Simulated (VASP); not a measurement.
# La (Im-3m) in VASP: a series of runs

La is run at these levels: LDA; tasks: single point.

Program: VASP 6.6.1. These are calculated values, not measurements. Logs are shortened: lines on timing, memory, paths and dates and some standing lists are left out, and cuts for length are marked.

### Step 1. The cell of the first run

Symmetry: Im-3m, No. 229, cubic system. The conventional cell has a = 2.981 Å, b = 2.981 Å, c = 2.981 Å, α = 90.00°, β = 90.00°, γ = 90.00°. Within 3.4 Å of La (site symmetry m-3m) lie 14 La at 2.58 to 2.98 Å.

### Step 2. Single point, LDA (volume scaled by 0.4)

INCAR reads:

```
PREC = Accurate ; ENCUT = 520
EDIFF = 1E-6 ; ISMEAR = -1
SIGMA = 0.08 ; LREAL = False
LASPH = True ; NELM = 60
ALGO = Normal ; ISIF = 2
LWAVE = False ; LCHARG = False
GGA = CA ; NBANDS = 12
```

KPOINTS reads:

```
regular mesh
0
Gamma
  15 15 15
```

POSCAR reads:

```
La
1.0
   -1.4906333592      1.4906333592      1.4906333592
    1.4906333592     -1.4906333592      1.4906333592
    1.4906333592      1.4906333592     -1.4906333592
La
1
Direct
    0.0000000000      0.0000000000      0.0000000000
```

Potentials or basis: VASP PAW LDA potentials, release 64 (La).

Run with:

```
$ cat potpaw_LDA.64/La/POTCAR > POTCAR
$ mpirun -np 1 vasp_std > vasp.out
```

OUTCAR:

```text
PREC = Accurate
   ENCUT = 520
   EDIFF = 1E-6
   ISMEAR = -1
   LREAL = False
   LASPH = True
   NELM = 60
   ISIF = 2
   GGA = CA

 ion  position               nearest neighbor table
   1  0.000  0.000  0.000-

  LATTYP: Found a body centered cubic cell.
 ALAT       =     2.9812667184

  Lattice vectors:

 A1 = (  -1.4906333592,   1.4906333592,   1.4906333592)
 A2 = (   1.4906333592,  -1.4906333592,   1.4906333592)
 A3 = (   1.4906333592,   1.4906333592,  -1.4906333592)

Analysis of symmetry for initial positions (statically):
=====================================================================
 Subroutine PRICEL returns:
 Original cell was already a primitive cell.

 Routine SETGRP: Setting up the symmetry group for a
 body centered cubic supercell.

 Subroutine GETGRP returns: Found 48 space group operations
 (whereof 48 operations were pure point group operations)
 out of a pool of 48 trial point group operations.

The static configuration has the point symmetry O_h .

Analysis of symmetry for dynamics (positions and initial velocities):
=====================================================================
 Subroutine PRICEL returns:
 Original cell was already a primitive cell.

 Routine SETGRP: Setting up the symmetry group for a
 body centered cubic supercell.

 Subroutine GETGRP returns: Found 48 space group operations
 (whereof 48 operations were pure point group operations)
 out of a pool of 48 trial point group operations.

The dynamic configuration has the point symmetry O_h .

 Subroutine INISYM returns: Found 48 space group operations
 (whereof 48 operations are pure point group operations),
 and found     1 'primitive' translations

----------------------------------------------------------------------------------------

                                     Primitive cell

  volume of cell :      13.2487

  direct lattice vectors                    reciprocal lattice vectors
    -1.490633359  1.490633359  1.490633359     0.000000000  0.335427888  0.335427888
     1.490633359 -1.490633359  1.490633359     0.335427888  0.000000000  0.335427888
     1.490633359  1.490633359 -1.490633359     0.335427888  0.335427888  0.000000000

  length of vectors
     2.581852714  2.581852714  2.581852714     0.474366669  0.474366669  0.474366669

  position of ions in fractional coordinates (direct lattice)
     0.000000000  0.000000000  0.000000000
[... 75 lines left out ...]
   NELM   =     60;   NELMIN=  2; NELMDL= -5     # of ELM steps
   EDIFF  = 0.1E-05   stopping-criterion for ELM
   LREAL  =      F    real-space projection
   EDIFFG = 0.1E-04   stopping-criterion for IOM
   NSW    =      0    number of steps for IOM
   IBRION =     -1    ionic relax: 0-MD 1-quasi-New 2-CG
   NFREE  =      0    steps in history (QN), initial steepest desc. (CG)
   ISIF   =      2    stress and relaxation
   ISYM   =      2    0-nonsym 1-usesym 2-fastsym
   POTIM  = 0.5000    time-step for ionic-motion
   TEBEG  =    0.0;   TEEND  =   0.0 temperature during run
   PSTRESS=    0.0 pullay stress
   NELECT =      11.0000    total number of electrons
   NUPDOWN=      -1.0000    fix difference up-down
   EMIN   =  10.00;   EMAX   =-10.00  energy-range for DOS
   EFERMI =   0.00;   METHOD = LEGACY
   ISMEAR =    -1;   SIGMA  =   0.08  broadening in eV -4-tet -1-fermi 0-gaus
   EFERMI_NEDOS =   21; number of points for ismear=-14 and -15
   IALGO  =     38    algorithm
   IMIX   =      4    mixing-type and parameters
     AMIX     =   0.40;   BMIX     =  1.00
     AMIX_MAG =   1.60;   BMIX_MAG =  1.00
  volume/ion in A,a.u.               =      13.25        89.41
  Fermi-wavevector in a.u.,A,eV,Ry     =   1.538680  2.907683 32.212273  2.367535
  Thomas-Fermi vector in A             =   2.645014
   LORBIT       =      0    0 simple, 1 ext, 2 COOP (PROOUT), +10 PAW based schemes
   GGA     = CA    functional components
   LHFCALC =     F    Hartree Fock is set to
   AEXX    =    0.0000 exact exchange contribution
   IVDW    =     0    specifies the selected vdW correction
   LEPSILON=     F    determine dielectric tensor
   LRPA    =     F    only Hartree local field effects (RPA)
 non-spin polarized calculation
  energy-cutoff  :      520.00
  volume of cell :       13.25
 maximum number of plane-waves:       370
   NGX =  9   NGY =  9   NGZ =  9

 number of electron      11.0000001 magnetization

 Free energy of the ion-electron system (eV)
  ---------------------------------------------------
  ext. energy  EPLUGINS =         0.00000000
  ---------------------------------------------------
  free energy    TOTEN  =        -0.25904125 eV

  energy without entropy =       -0.24355751  energy(sigma->0) =       -0.25129938

 E-fermi :  23.0243     XC(G=0): -14.7179

 val. band max:       23.0177392133   @ k =  -0.4667   0.4667   0.2000
 cond. band min:      23.0635209680   @ k =   0.0667   0.0667   0.0000
 fundamental gap:      0.0457817546
 Fermi energy:        23.0243465478

 k-point     1 :       0.0000    0.0000    0.0000
  band No.  band energies     occupation
      1     -13.3978      2.00000
      2      13.4660      2.00000
      3      13.4660      2.00000
      4      13.4660      2.00000
      5      23.8952      0.00004
      6      23.8952      0.00004
      7      23.8952      0.00004
      8      25.8620      0.00000
      9      25.8620      0.00000
     10      25.8620      0.00000
     11      29.0809      0.00000
     12      29.0811      0.00000
[... 331 lines left out ...]
 k-point    24 :       0.4000    0.2000    0.0000
  band No.  band energies     occupation
      1      -8.1329      2.00000
      2       0.9756      2.00000
      3       5.5765      2.00000
      4      10.7492      2.00000
      5      21.5565      2.00000
      6      24.4321      0.00000
      7      25.3573      0.00000
      8      25.5611      0.00000
      9      27.8493      0.00000
     10      28.1915      0.00000
     11      28.3897      0.00000
     12      28.8954      0.00000

 [... further k-points ...]
[... 5 lines left out ...]
  --------------------------------------------------------------------------------------
  -------------------------------------------------------------------------------------
  Total       18.4054089     18.4054089     18.4054089     -0.0000000     -0.0000000      0.0000000
  in kB     2225.7867482   2225.7867482   2225.7867482     -0.0000000     -0.0000000      0.0000000
  external PRESSURE =    2225.7867482 kB  Pullay stress =       0.0000000 kB

 VOLUME and BASIS-vectors are now :
 -----------------------------------------------------------------------------
  energy-cutoff  :      520.00
  volume of cell :       13.25
      direct lattice vectors                 reciprocal lattice vectors
    -1.490633359  1.490633359  1.490633359     0.000000000  0.335427888  0.335427888
     1.490633359 -1.490633359  1.490633359     0.335427888  0.000000000  0.335427888
     1.490633359  1.490633359 -1.490633359     0.335427888  0.335427888  0.000000000

 POSITION                                       TOTAL-FORCE (eV/Angst)
 -----------------------------------------------------------------------------------
      0.00000      0.00000      0.00000         0.000000     -0.000000      0.000000
 -----------------------------------------------------------------------------------
    total drift:                                0.000000      0.000000      0.000000

  FREE ENERGIE OF THE ION-ELECTRON SYSTEM (eV)
  ---------------------------------------------------
  free  energy   TOTEN  =        -0.2590412536 eV

  energy  without entropy=       -0.2435575082  energy(sigma->0) =       -0.25129938
```

Wall time 19 s (1 thread of Intel Xeon 6975P-C, shared host); peak memory 0.15 GiB.

Results:

* Free energy: -0.2590 eV
* Pressure: 222.6 GPa

Caveat: spin-orbit coupling is left out, which moves the levels of the heavy elements.

### Step 3. Single point, LDA (volume scaled by 0.4)

INCAR reads:

```
SYSTEM = La
ALGO = Normal
EDIFF = 1E-6
ENCUT = 520
ISIF = 2
ISMEAR = -1
LASPH = .TRUE.
LCHARG = .TRUE.
LELF = .TRUE.
LREAL = .FALSE.
LVHAR = .TRUE.
LWAVE = .FALSE.
NBANDS = 12
NELM = 80
PREC = Accurate
SIGMA = 0.08
```

KPOINTS reads:

```
k-points
0
G
  15 15 15
  0 0 0
```

POSCAR is that of step 2.

Potentials or basis: VASP PAW LDA potentials, release 64 (La).

Run with:

```
$ cat potpaw_LDA.64/La/POTCAR > POTCAR
$ mpirun -np 1 vasp_std > vasp.out
```

It took 20 s on 1 thread of Intel Xeon 6975P-C, shared host; peak memory 0.15 GiB.

Results (log left out):

```
Free energy : -0.2590 eV
Pressure    : 222.6 GPa
```

Levels at points of the mesh, in eV from the Fermi level:
```csv
k point,band 2,band 3,band 4,band 5,band 6,band 7,band 8,band 9,band 10,band 11
"(0.00, 0.00, 0.00)",-9.56,-9.56,-9.56,0.87,0.87,0.87,2.84,2.84,2.84,6.06
```

Caveat: spin-orbit coupling is left out, which moves the levels of the heavy elements.

### Step 4. Single point, LDA (volume scaled by 0.45)

INCAR reads:

```
SYSTEM = La
  ALGO = Normal
  EDIFF = 1E-6
  ENCUT = 520
  ISIF = 2
  ISMEAR = -1
  LASPH = .TRUE.
  LCHARG = .FALSE.
  LREAL = .FALSE.
  LWAVE = .FALSE.
  NBANDS = 12
  NELM = 80
  PREC = Accurate
  SIGMA = 0.08
```

KPOINTS is that of step 3.

POSCAR reads:

```
La
1.0
   -1.5503211683      1.5503211683      1.5503211683
    1.5503211683     -1.5503211683      1.5503211683
    1.5503211683      1.5503211683     -1.5503211683
La
1
Direct
    0.0000000000      0.0000000000      0.0000000000
```

Run with:

```
$ cat potpaw_LDA.64/La/POTCAR > POTCAR
$ mpirun -np 1 vasp_std > vasp.out
```

It took 21 s on 1 thread of Intel Xeon 6975P-C, shared host; peak memory 0.15 GiB.

It converged, with:

| Property | Result |
| --- | --- |
| Free energy | -2.1054 eV |
| Pressure | 141.4 GPa |

Levels at points of the mesh, in eV from the Fermi level:
| k point | band 3 | band 4 | band 5 | band 6 | band 7 | band 8 | band 9 | band 10 |
| --- | --- | --- | --- | --- | --- | --- | --- | --- |
| (0.00, 0.00, 0.00) | -10.67 | -10.67 | 1.25 | 1.25 | 1.25 | 2.63 | 2.63 | 2.63 |

Caveat: spin-orbit coupling is left out, which moves the levels of the heavy elements.

### Step 5. Single point, LDA (volume scaled by 0.45)

INCAR reads:

```
  ALGO = Normal
  EDIFF = 1E-6
  ENCUT = 520
  ISIF = 2
  ISMEAR = -1
  LASPH = T
  LCHARG = T
  LELF = T
  LREAL = F
  LVHAR = T
  LWAVE = F
  NBANDS = 12
  NELM = 100
  PREC = Accurate
  SIGMA = 0.08
```

KPOINTS reads:

```
k-points
0
Gamma
  15 15 15
```

POSCAR is that of step 4.

Run with:

```
$ cat potpaw_LDA.64/La/POTCAR > POTCAR
$ mpirun -np 1 vasp_std > vasp.out
```

It took 21 s on 1 thread of Intel Xeon 6975P-C, shared host; peak memory 0.15 GiB.

Results (log left out):

```yaml
Free_energy: -2.1054 eV
Pressure: 141.4 GPa
```

Levels at points of the mesh, in eV from the Fermi level:
```tsv
k point	band 2	band 3	band 4	band 5	band 6	band 7	band 8	band 9	band 10	band 11
(0.00, 0.00, 0.00)	-10.67	-10.67	-10.67	1.25	1.25	1.25	2.63	2.63	2.63	3.64
```

Caveat: spin-orbit coupling is left out, which moves the levels of the heavy elements.
